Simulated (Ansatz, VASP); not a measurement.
One calculation of Rh, two programs

```
Rh
1.0
     2.73098    0.00000    0.00000
    -1.36549    2.36510    0.00000
     0.00000    0.00000    4.42849
Rh
2
Direct
  0.66667 0.33333 0.75000
  0.33333 0.66667 0.25000
```

Alike in both runs: task single point; functional PBEsol; k mesh 13 × 13 × 7; occupations fermi-dirac, width 0.1 eV; no spin polarisation.

|  | VASP | Ansatz |
| --- | --- | --- |
| version | VASP 6.6.1 | Ansatz 0.2.0 |
| potentials or method | VASP PAW PBE potentials, release 64 (Rh_pv), cutoff 520 eV | all-electron (LAPW or listed datasets) |

```tsv
	VASP	Ansatz	Ansatz less VASP
gap on the k mesh at the Fermi level (eV)	none	none	-
pressure (GPa)	-13.3	-13.2	+0.08
traceless stress, the component that is largest in VASP (GPa)	-1.08	-1.10	-0.022
```

VASP's potentials were made for PBE, not for PBEsol. A gap of «none» marks a metal or a gap that the smearing closes. Ansatz ran all-electron here, and VASP with PAW potentials.
